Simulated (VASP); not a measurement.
# La (Im-3m) in VASP: single point with PBEsol

Aim: the single point of La with PBEsol.

Everything below comes from runs of VASP 6.6.1. Logs are shortened: lines on timing, memory, paths and dates and some standing lists are left out, and cuts for length are marked.

### Step 1. The cell of the first run

It takes space group Im-3m (No. 229, cubic). The conventional cell has a = 4.119 Å, b = 4.119 Å, c = 4.119 Å, α = 90.00°, β = 90.00°, γ = 90.00°. Within 4.7 Å of La (site symmetry m-3m) lie 14 La at 3.57 to 4.12 Å.

### Step 2. Single point, PBEsol

File INCAR:

```
  ALGO = Normal
  EDIFF = 1E-7
  ENCUT = 520
  GGA = PS
  ISIF = 2
  ISMEAR = -1
  LASPH = T
  LCHARG = T
  LELF = T
  LREAL = F
  LVHAR = T
  LWAVE = F
  NBANDS = 12
  NELM = 80
  PREC = Accurate
  SIGMA = 0.13605693000000002
```

File KPOINTS:

```
k-points
0
Gamma
  11 11 11
```

File POSCAR:

```
La
1.0
   -2.0593662235      2.0593662235      2.0593662235
    2.0593662235     -2.0593662235      2.0593662235
    2.0593662235      2.0593662235     -2.0593662235
La
1
Direct
    0.0000000000      0.0000000000      0.0000000000
```

Potentials or basis: VASP PAW PBE potentials, release 64 (La).

Run with:

```bash
$ cat potpaw_PBE.64/La/POTCAR > POTCAR
$ mpirun -np 1 vasp_std > vasp.out
```

OUTCAR:

```text
EDIFF = 1E-7
   ENCUT = 520
   GGA = PS
   ISIF = 2
   ISMEAR = -1
   LASPH = T
   LREAL = F
   NELM = 80
   PREC = Accurate

 ion  position               nearest neighbor table
   1  0.000  0.000  0.000-

  LATTYP: Found a body centered cubic cell.
 ALAT       =     4.1187324470

  Lattice vectors:

 A1 = (  -2.0593662235,   2.0593662235,   2.0593662235)
 A2 = (   2.0593662235,  -2.0593662235,   2.0593662235)
 A3 = (   2.0593662235,   2.0593662235,  -2.0593662235)

Analysis of symmetry for initial positions (statically):
=====================================================================
 Subroutine PRICEL returns:
 Original cell was already a primitive cell.

 Routine SETGRP: Setting up the symmetry group for a
 body centered cubic supercell.

 Subroutine GETGRP returns: Found 48 space group operations
 (whereof 48 operations were pure point group operations)
 out of a pool of 48 trial point group operations.

The static configuration has the point symmetry O_h .

Analysis of symmetry for dynamics (positions and initial velocities):
=====================================================================
 Subroutine PRICEL returns:
 Original cell was already a primitive cell.

 Routine SETGRP: Setting up the symmetry group for a
 body centered cubic supercell.

 Subroutine GETGRP returns: Found 48 space group operations
 (whereof 48 operations were pure point group operations)
 out of a pool of 48 trial point group operations.

The dynamic configuration has the point symmetry O_h .

 Subroutine INISYM returns: Found 48 space group operations
 (whereof 48 operations are pure point group operations),
 and found     1 'primitive' translations

----------------------------------------------------------------------------------------

                                     Primitive cell

  volume of cell :      34.9350

  direct lattice vectors                    reciprocal lattice vectors
    -2.059366224  2.059366224  2.059366224     0.000000000  0.242793144  0.242793144
     2.059366224 -2.059366224  2.059366224     0.242793144  0.000000000  0.242793144
     2.059366224  2.059366224 -2.059366224     0.242793144  0.242793144  0.000000000

  length of vectors
     3.566926930  3.566926930  3.566926930     0.343361357  0.343361357  0.343361357

  position of ions in fractional coordinates (direct lattice)
     0.000000000  0.000000000  0.000000000

  ion indices of the primitive-cell ions
   primitive index   ion index
                 1           1

----------------------------------------------------------------------------------------

 KPOINTS: k-points

Automatic generation of k-mesh.
 Grid dimensions read from file:
 generate k-points for:   11   11   11

 Generating k-lattice:

  Cartesian coordinates                     Fractional coordinates (reciprocal lattice)
     0.000000000  0.022072104  0.022072104     0.090909091  0.000000000  0.000000000
     0.022072104  0.000000000  0.022072104     0.000000000  0.090909091  0.000000000
     0.022072104  0.022072104  0.000000000     0.000000000  0.000000000  0.090909091

  Length of vectors
     0.031214669  0.031214669  0.031214669

  Shift w.r.t. Gamma in fractional coordinates (k-lattice)
     0.000000000  0.000000000  0.000000000

 Subroutine IBZKPT returns following result:
 ===========================================

 Found     56 irreducible k-points:

 Following reciprocal coordinates:
            Coordinates               Weight
  0.000000  0.000000  0.000000      1.000000
  0.090909  0.000000  0.000000     12.000000
  0.181818  0.000000  0.000000     12.000000
  0.272727  0.000000  0.000000     12.000000
  0.363636  0.000000  0.000000     12.000000
  0.454545  0.000000  0.000000     12.000000
[... 16 lines left out ...]
  0.272727  0.181818  0.090909     48.000000
  0.363636  0.181818  0.090909     24.000000
 [... further k-points ...]
   k-points           NKPTS =     56   k-points in BZ     NKDIM =     56   number of bands    NBANDS=     12
   number of dos      NEDOS =    301   number of ions     NIONS =      1
   total plane-waves  NPLWV =  21952
   dimension x,y,z NGX =    28 NGY =   28 NGZ =   28
   dimension x,y,z NGXF=    56 NGYF=   56 NGZF=   56
   ions per type =               1
   NGX,Y,Z   is equivalent  to a cutoff of  13.05, 13.05, 13.05 a.u.
   NGXF,Y,Z  is equivalent  to a cutoff of  26.10, 26.10, 26.10 a.u.
 SYSTEM =  unknown system
   PREC   = accura    normal or accurate (medium, high low for compatibility)
   ISTART =      0    job   : 0-new  1-cont  2-samecut
   ICHARG =      2    charge: 1-file 2-atom 10-const
   ISPIN  =      1    spin polarized calculation?
   LNONCOLLINEAR =      F non collinear calculations
   LSORBIT =      F    spin-orbit coupling
   LASPH  =      T    aspherical Exc in radial PAW
   ENCUT  =  520.0 eV  38.22 Ry    6.18 a.u.   6.63  6.63  6.63*2*pi/ulx,y,z
   NELM   =     80;   NELMIN=  2; NELMDL= -5     # of ELM steps
   EDIFF  = 0.1E-06   stopping-criterion for ELM
   LREAL  =      F    real-space projection
   EDIFFG = 0.1E-05   stopping-criterion for IOM
   NSW    =      0    number of steps for IOM
   IBRION =     -1    ionic relax: 0-MD 1-quasi-New 2-CG
   NFREE  =      0    steps in history (QN), initial steepest desc. (CG)
   ISIF   =      2    stress and relaxation
   ISYM   =      2    0-nonsym 1-usesym 2-fastsym
   POTIM  = 0.5000    time-step for ionic-motion
   TEBEG  =    0.0;   TEEND  =   0.0 temperature during run
   PSTRESS=    0.0 pullay stress
   NELECT =      11.0000    total number of electrons
   NUPDOWN=      -1.0000    fix difference up-down
   EMIN   =  10.00;   EMAX   =-10.00  energy-range for DOS
   EFERMI =   0.00;   METHOD = LEGACY
   ISMEAR =    -1;   SIGMA  =   0.14  broadening in eV -4-tet -1-fermi 0-gaus
   EFERMI_NEDOS =   21; number of points for ismear=-14 and -15
   IALGO  =     38    algorithm
   IMIX   =      4    mixing-type and parameters
     AMIX     =   0.40;   BMIX     =  1.00
     AMIX_MAG =   1.60;   BMIX_MAG =  1.00
  volume/ion in A,a.u.               =      34.94       235.75
  Fermi-wavevector in a.u.,A,eV,Ry     =   1.113744  2.104671 16.877024  1.240426
  Thomas-Fermi vector in A             =   2.250332
   LORBIT       =      0    0 simple, 1 ext, 2 COOP (PROOUT), +10 PAW based schemes
   GGA     = PS    functional components
   LHFCALC =     F    Hartree Fock is set to
   AEXX    =    0.0000 exact exchange contribution
   IVDW    =     0    specifies the selected vdW correction
   LEPSILON=     F    determine dielectric tensor
   LRPA    =     F    only Hartree local field effects (RPA)
 non-spin polarized calculation
  energy-cutoff  :      520.00
  volume of cell :       34.94
 maximum number of plane-waves:       959
   NGX = 13   NGY = 13   NGZ = 13

 number of electron      10.9999999 magnetization

 Free energy of the ion-electron system (eV)
  ---------------------------------------------------
  ext. energy  EPLUGINS =         0.00000000
  ---------------------------------------------------
  free energy    TOTEN  =        -5.28338911 eV

  energy without entropy =       -5.14379551  energy(sigma->0) =       -5.21359231

 E-fermi :   8.3047     XC(G=0):  -9.9359

 val. band max:        8.2938797773   @ k =   0.1818   0.1818   0.0909
 cond. band min:       8.3071338126   @ k =  -0.4545   0.4545   0.0909
 fundamental gap:      0.0132540353
 Fermi energy:         8.3047072585

 k-point     1 :       0.0000    0.0000    0.0000
  band No.  band energies     occupation
      1     -24.4533      2.00000
      2      -7.2425      2.00000
      3      -7.2425      2.00000
      4      -7.2425      2.00000
      5       5.1239      2.00000
      6       9.8526      0.00002
      7       9.8526      0.00002
      8       9.8526      0.00002
      9       9.9540      0.00001
     10       9.9540      0.00001
     11       9.9540      0.00001
     12      10.8108      0.00000

 k-point     2 :       0.0909    0.0000    0.0000
  band No.  band energies     occupation
      1     -24.4328      2.00000
      2      -7.3948      2.00000
      3      -7.2863      2.00000
      4      -7.2446      2.00000
      5       5.4076      2.00000
      6       9.4674      0.00039
      7       9.4745      0.00037
      8       9.9412      0.00001
      9       9.9683      0.00001
     10      10.2169      0.00000
     11      10.2355      0.00000
     12      10.7810      0.00000

 k-point     3 :       0.1818    0.0000    0.0000
  band No.  band energies     occupation
      1     -24.3773      2.00000
      2      -7.7815      2.00000
      3      -7.4011      2.00000
      4      -7.2504      2.00000
      5       6.0932      2.00000
      6       8.9947      0.01247
      7       9.0452      0.00862
      8       9.9189      0.00001
      9      10.1622      0.00000
     10      10.3796      0.00000
     11      10.4485      0.00000
     12      10.7293      0.00000

 k-point     4 :       0.2727    0.0000    0.0000
  band No.  band energies     occupation
      1     -24.3032      2.00000
      2      -8.2487      2.00000
      3      -7.5462      2.00000
      4      -7.2581      2.00000
      5       6.6157      1.99999
      6       8.5618      0.26258
      7       9.0821      0.00658
      8       9.9159      0.00001
      9      10.2787      0.00000
     10      10.4326      0.00000
     11      10.5743      0.00000
     12      10.7131      0.00000

 k-point     5 :       0.3636    0.0000    0.0000
  band No.  band energies     occupation
      1     -24.2336      2.00000
      2      -8.6475      2.00000
      3      -7.6745      2.00000
      4      -7.2655      2.00000
      5       6.5721      1.99999
      6       8.2381      1.24000
      7       9.7294      0.00006
      8       9.9365      0.00001
      9      10.3364      0.00000
     10      10.5183      0.00000
     11      10.6422      0.00000
     12      10.7348      0.00000

 k-point     6 :       0.4545    0.0000    0.0000
  band No.  band energies     occupation
      1     -24.1915      2.00000
      2      -8.8733      2.00000
      3      -7.7487      2.00000
      4      -7.2700      2.00000
      5       6.4150      2.00000
      6       8.0664      1.70422
      7       9.9571      0.00001
      8      10.0635      0.00000
      9      10.3612      0.00000
     10      10.6638      0.00000
     11      10.6716      0.00000
     12      10.7649      0.00000

 k-point     7 :       0.0909    0.0909    0.0000
  band No.  band energies     occupation
      1     -24.3948      2.00000
      2      -7.6604      2.00000
      3      -7.3372      2.00000
      4      -7.2808      2.00000
      5       5.9065      2.00000
      6       9.1020      0.00569
      7       9.1398      0.00431
      8       9.9217      0.00001
      9      10.1259      0.00000
     10      10.3707      0.00000
     11      10.3761      0.00000
     12      10.7423      0.00000

 k-point     8 :       0.1818    0.0909    0.0000
  band No.  band energies     occupation
      1     -24.3299      2.00000
      2      -8.0631      2.00000
      3      -7.4777      2.00000
      4      -7.3011      2.00000
      5       6.6049      1.99999
      6       8.6957      0.10697
      7       8.8484      0.03611
      8       9.9259      0.00001
      9      10.2653      0.00000
     10      10.4280      0.00000
     11      10.4982      0.00000
     12      10.7312      0.00000
[... 166 lines left out ...]
 k-point    20 :       0.3636    0.0909    0.0909
  band No.  band energies     occupation
      1     -24.1841      2.00000
      2      -8.7649      2.00000
      3      -7.8534      2.00000
      4      -7.4103      2.00000
      5       7.0033      1.99986
      6       8.0845      1.66925
      7       9.9931      0.00001
      8      10.1358      0.00000
      9      10.3638      0.00000
     10      10.6276      0.00000
     11      10.6480      0.00000
     12      10.7474      0.00000

 k-point    21 :      -0.0909    0.0909    0.0909
  band No.  band energies     occupation
      1     -24.4128      2.00000
      2      -7.4530      2.00000
      3      -7.3308      2.00000
      4      -7.3308      2.00000
      5       5.6818      2.00000
      6       9.4449      0.00046
      7       9.4449      0.00046
      8       9.6531      0.00010
      9       9.8781      0.00002
     10      10.3782      0.00000
     11      10.3782      0.00000
     12      10.6980      0.00000

 k-point    22 :       0.1818    0.1818    0.0909
  band No.  band energies     occupation
      1     -24.2278      2.00000
      2      -8.5403      2.00000
      3      -7.6908      2.00000
      4      -7.4854      2.00000
      5       7.6718      1.98109
      6       8.2939      1.03977
      7       8.6201      0.17932
      8      10.2430      0.00000
      9      10.4128      0.00000
     10      10.4874      0.00000
     11      10.5149      0.00000
     12      10.7357      0.00000

 k-point    23 :       0.2727    0.1818    0.0909
  band No.  band energies     occupation
      1     -24.1864      2.00000
      2      -8.6230      2.00000
      3      -7.9135      2.00000
      4      -7.5318      2.00000
      5       7.6191      1.98712
      6       8.2789      1.09453
      7       9.3799      0.00074
      8      10.2722      0.00000
      9      10.3844      0.00000
     10      10.5489      0.00000
     11      10.5797      0.00000
     12      10.7101      0.00000

 k-point    24 :       0.3636    0.1818    0.0909
  band No.  band energies     occupation
      1     -24.1708      2.00000
      2      -8.6337      2.00000
      3      -8.0202      2.00000
      4      -7.5455      2.00000
      5       7.5540      1.99200
      6       8.2706      1.12480
      7       9.8535      0.00002
      8      10.2627      0.00000
      9      10.3510      0.00000
     10      10.5579      0.00000
     11      10.6604      0.00000
     12      10.6791      0.00000

 [... further k-points ...]
[... 5 lines left out ...]
  --------------------------------------------------------------------------------------
  -------------------------------------------------------------------------------------
  Total        0.0218564      0.0218564      0.0218564      0.0000000      0.0000000      0.0000000
  in kB        1.0023693      1.0023693      1.0023693      0.0000000      0.0000000      0.0000000
  external PRESSURE =       1.0023693 kB  Pullay stress =       0.0000000 kB

 VOLUME and BASIS-vectors are now :
 -----------------------------------------------------------------------------
  energy-cutoff  :      520.00
  volume of cell :       34.94
      direct lattice vectors                 reciprocal lattice vectors
    -2.059366224  2.059366224  2.059366224     0.000000000  0.242793144  0.242793144
     2.059366224 -2.059366224  2.059366224     0.242793144  0.000000000  0.242793144
     2.059366224  2.059366224 -2.059366224     0.242793144  0.242793144  0.000000000

 POSITION                                       TOTAL-FORCE (eV/Angst)
 -----------------------------------------------------------------------------------
      0.00000      0.00000      0.00000         0.000000      0.000000      0.000000
 -----------------------------------------------------------------------------------
    total drift:                               -0.000000      0.000000      0.000000

  FREE ENERGIE OF THE ION-ELECTRON SYSTEM (eV)
  ---------------------------------------------------
  free  energy   TOTEN  =        -5.2833891080 eV

  energy  without entropy=       -5.1437955056  energy(sigma->0) =       -5.21359231
```

Run time: 17 s. Hardware: 1 thread of Intel Xeon Platinum 8488C (Sapphire Rapids), shared host; peak memory 0.18 GiB.

Results:

```yaml
Free_energy: -5.2834 eV
Pressure: 0.1 GPa
```

Levels at points of the mesh, in eV from the Fermi level:
```tsv
k point	band 1	band 2	band 3	band 4	band 5	band 6	band 7	band 8	band 9	band 10
(0.00, 0.00, 0.00)	-32.76	-15.55	-15.55	-15.55	-3.18	1.55	1.55	1.55	1.65	1.65
```

Caveat: the PAW data sets were made with another functional, which shifts forces and pressure a little; spin-orbit coupling is left out, which moves the levels of the heavy elements.
